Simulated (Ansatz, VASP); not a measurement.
**PIr2: VASP beside Ansatz**

File INCAR:

```
ALGO = Normal ; EDIFF = 1E-6
ENCUT = 560 ; GGA_COMPAT = False
ISIF = 2 ; ISMEAR = -1
LASPH = True ; LCHARG = True
LELF = True ; LREAL = False
LVHAR = True ; LWAVE = False
NBANDS = 26 ; NELM = 120
PREC = Accurate ; SIGMA = 0.15
```

Contents of KPOINTS:

```
k-points
0
Gamma
  14 14 14
```

POSCAR

```
PIr2
1.0
    0.0000000000      2.7347501286      2.7347501286
    2.7347501286      0.0000000000      2.7347501286
    2.7347501286      2.7347501286      0.0000000000
P Ir
1 2
Direct
    0.0000000000      0.0000000000      0.0000000000
    0.2500000000      0.2500000000      0.2500000000
    0.7500000000      0.7500000000      0.7500000000
```

Input for Ansatz:

```yaml
crystal:
  lattice:
    - [0.0, 2.7347501286, 2.7347501286]
    - [2.7347501286, 0.0, 2.7347501286]
    - [2.7347501286, 2.7347501286, 0.0]
  atoms:
    - { symbol: P, position: [0.0, 0.0, 0.0] }
    - { symbol: Ir, position: [0.25, 0.25, 0.25] }
    - { symbol: Ir, position: [0.75, 0.75, 0.75] }
basis:
  ecutwfc: 420
kpoints:
  mp_grid: { grid: [14, 14, 14] }
hamiltonian:
  xc: lda
scf:
  occupations: { method: fermi_dirac, width: 0.15 }
output:
  forces: true
  stress: true
  eigenvalues: true
```

Alike in both runs: task single point; functional LDA; k mesh 14 × 14 × 14; occupations fermi-dirac, width 0.15 eV; no spin polarisation.

|  | VASP | Ansatz |
| --- | --- | --- |
| version | VASP 6.6.1 | Ansatz 0.2.0 |
| potentials or method | VASP PAW LDA potentials, release 64 (P, Ir_sv_GW), cutoff 560 eV | scalar-relativistic, plane waves, PAW |
| valence electrons in the cell | 39 | 39 |

VASP gave:

| Item | Value |
| --- | --- |
| gap on the k mesh at the Fermi level (eV) | none |
| pressure (GPa) | 6.3 |

What did Ansatz give for the same quantities?

gap on the k mesh at the Fermi level (eV): none; pressure (GPa): 6.7.

LDA's correlation is that of Perdew and Zunger in VASP and of Perdew and Wang (1992) in Ansatz. A gap of «none» marks a metal or a gap that the smearing closes.

Spin-orbit coupling is off throughout.
